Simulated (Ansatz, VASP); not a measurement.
## One calculation of Cd2HgTe3, two programs

```xyz
6
Lattice="-2.1920 2.1920 9.2998 2.1920 -2.1920 9.2998 2.1920 2.1920 -9.2998" Properties=species:S:1:pos:R:3 pbc="T T T"
Cd    0.0000    0.0000   12.3998
Cd    0.0000    0.0000    6.1999
Hg    0.0000    0.0000    0.0000
Te    0.0000    0.0000    3.0999
Te    0.0000    0.0000   15.4997
Te    0.0000    0.0000    9.2998
```

Alike in both runs: task single point; functional PBE; k mesh 6 × 6 × 6; occupations gaussian, width 0.1 eV; no spin polarisation.

```csv
,VASP,Ansatz
version,VASP 6.6.1,Ansatz 0.2.0
potentials or method,"VASP PAW PBE potentials, release 64 (Cd, Hg, Te), cutoff 520 eV","scalar-relativistic, plane waves, PAW"
valence electrons in the cell,54,108
```

|  | VASP | Ansatz | Ansatz less VASP |
| --- | --- | --- | --- |
| gap on the k mesh at the Fermi level (eV) | none | none | - |
| pressure (GPa) | -1.3 | -1.4 | -0.11 |
| traceless stress, the component that is largest in VASP (GPa) | 0.17 | 0.17 | +0.002 |
| rms of the force components (eV/Å) | 0.081 | 0.080 | -0.0003 |

Atom by atom the forces differ by 0.000 eV/Å (rms over components). A gap of «none» marks a metal or a gap that the smearing closes. The functional is the same, so the differences come from potentials, cutoffs and numerics. VASP's potentials hold 54 valence electrons a cell and Ansatz's 108, so a difference there can come from the potentials and not from the codes.

Spin-orbit coupling is off throughout.
